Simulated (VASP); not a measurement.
Write the native input for VASP 6.6.1 that does the following.

| Quantity | Value |
| --- | --- |
| Task | single point |
| Functional | PBE |
| Dispersion | D3(BJ) |
| Potentials or basis | VASP PAW PBE potentials, release 64 (C, F, H) |
| Cutoff | 520 eV |
| k mesh | 2 × 2 × 1 |
| Occupations | gaussian, width 0.02 eV |
| Spin | no spin polarisation |
| Dipole correction | no |
| Further INCAR settings | LREAL = Auto; ALGO = Normal; EDIFF = 1e-06; NBANDS = 56 |

The structure of HC18F lies in POSCAR:

```
HC18F
1.0
    7.3980000000      0.0000000000      0.0000000000
   -3.6990000000      6.4068560000      0.0000000000
    0.0000000000      0.0000000000     13.0000000000
C F H
18 1 1
Direct
   -0.0134309203     -0.0069232085      0.0728245385
    0.2082944018      0.1025239212      0.0727752308
   -0.0134717924      0.3269488186      0.0726126154
    0.2082580753      0.4358665155      0.0726062308
   -0.0135537718      0.6599367927      0.0726704615
    0.2080760699      0.7690542756      0.0727365385
    0.3196379879     -0.0068762276      0.0727667692
    0.5413905357      0.1024839641      0.0727703077
    0.3197743692      0.3266352482      0.0727107692
    0.5414200305      0.4357649056      0.0727370000
    0.3196590710      0.6599491233      0.0726613077
    0.5412948041      0.7689991784      0.0726292308
    0.6526468830     -0.0069189943      0.0727590000
    0.8747544189      0.1024728822      0.0730364615
    0.6530052148      0.3266449254      0.0727443077
    0.8747600868      0.4358935178      0.0726301538
    0.6529865182      0.6598481377      0.0726000000
    0.8748154707      0.7689172349      0.0726574615
    0.8659839057      0.0728399390      0.3131970769
    0.8690746582      0.0762277161      0.2409518462
```

These files were run (other wordings do the same):

INCAR

```
ALGO = Normal
EDIFF = 1E-6
ENCUT = 520
GGA = PE
ISIF = 2
ISMEAR = 0
IVDW = 12
LASPH = T
LCHARG = F
LREAL = Auto
LWAVE = F
NBANDS = 56
NELM = 100
PREC = Accurate
SIGMA = 0.02
```

KPOINTS

```
k-points
0
Gamma
  2 2 1
```

Potentials or basis: VASP PAW PBE potentials, release 64 (C, F, H).

Command:

```console
$ cat potpaw_PBE.64/C/POTCAR potpaw_PBE.64/F/POTCAR potpaw_PBE.64/H/POTCAR > POTCAR
$ mpirun -np 1 vasp_std > vasp.out
```

It gave:

The largest force is 0.287 eV/Å, the band gap on the k mesh is 0.13 eV, direct and the dispersion energy per atom is -0.085 eV.

Caveat: the k points lie up to 0.49 Å⁻¹ apart.

Wall time 3.4 min on 1 thread of AMD EPYC 7R13 Processor (Zen 3) (shared host), peak memory 0.61 GiB.
